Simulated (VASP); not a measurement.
Wanted: the native input for a VASP 6.6.1 run.

```
Task                   : single point
Functional             : PBE
Potentials or basis    : VASP PAW PBE potentials, release 64 (Al, N)
Cutoff                 : 520 eV
k mesh                 : 8 × 8 × 8
Occupations            : gaussian, width 0.1 eV
Spin                   : no spin polarisation
Dipole correction      : no
Further INCAR settings : ALGO = Normal; EDIFF = 1e-07; NBANDS = 11
```

The structure of AlN lies in POSCAR:

```
AlN
1.0
    0.0000000000      2.0351763369      2.0351763369
    2.0351763369      0.0000000000      2.0351763369
    2.0351763369      2.0351763369      0.0000000000
Al N
1 1
Direct
    0.0000000000      0.0000000000      0.0000000000
    0.5000000000      0.5000000000      0.5000000000
```

These files were run (other wordings do the same):

INCAR

```
  PREC = Accurate
  ENCUT = 520
  EDIFF = 1E-7
  ISMEAR = 0
  SIGMA = 0.1
  LREAL = False
  LASPH = True
  NELM = 100
  ALGO = Normal
  ISIF = 2
  LWAVE = False
  LCHARG = False
  GGA = PE
  NBANDS = 11
```

KPOINTS

```
Automatic mesh
0
Gamma
  8 8 8
```

Potentials or basis: VASP PAW PBE potentials, release 64 (Al, N).

Command:

```bash
$ cat potpaw_PBE.64/Al/POTCAR potpaw_PBE.64/N/POTCAR > POTCAR
$ mpirun -np 1 vasp_std > vasp.out
```

It gave:

```json
{
  "Pressure": "-0.2 GPa",
  "Band gap on the k mesh": "4.41 eV, indirect (least direct gap 5.39 eV)"
}
```

Run time: 3.2 s on 1 thread of Intel(R) Xeon(R) 6975P-C (Granite Rapids), with other jobs on the host, peak memory 0.12 GiB.
